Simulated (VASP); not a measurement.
Runs of VASP 6.6.1 on Pd. The structure is that of space group P6_3/mmc (No. 194), or close to it. The cells are those of the table. This isn't the form of Pd at room conditions, which is fcc.

```csv
cell,k mesh,gap on the mesh (eV),pressure (GPa),moment (μB)
"a = 2.784, b = 2.784, c = 4.700 Å, angles 90.0, 90.0, 120.0°, 2 atoms",14 × 14 × 8,none,6.6,0.64
"a = 2.822, b = 2.822, c = 4.764 Å, angles 90.0, 90.0, 120.0°, 2 atoms",14 × 14 × 8,none,0.5,0.70
"a = 2.704, b = 2.704, c = 4.565 Å, angles 90.0, 90.0, 120.0°, 2 atoms",14 × 14 × 8,none,24.7,0.40
"a = 2.822, b = 2.822, c = 4.764 Å, angles 90.0, 90.0, 120.0°, 2 atoms",13 × 13 × 7,none,(b),0.00
"a = 2.744, b = 2.744, c = 4.633 Å, angles 90.0, 90.0, 120.0°, 2 atoms",14 × 14 × 8,none,(a),0.55
```

Alike in all rows: task single point; level BLYP; potentials or basis VASP PAW PBE potentials, release 64 (Pd); spin collinear; cutoff (eV) 520; smearing fermi-dirac 0.05 eV.

Problem. Fill in the values left out.

Solution. (a) 14.5; (b) 0.3.

Caveats: the PAW data sets were made with another functional, which shifts forces and pressure a little; the cell stands under pressure (at least some runs); a moment this small can come from the mesh or the smearing (at least some runs).

A k mesh can miss the band edges, and the runs leave out spin-orbit coupling on Pd.

A gap of «none» marks levels without a gap at the run's occupations.
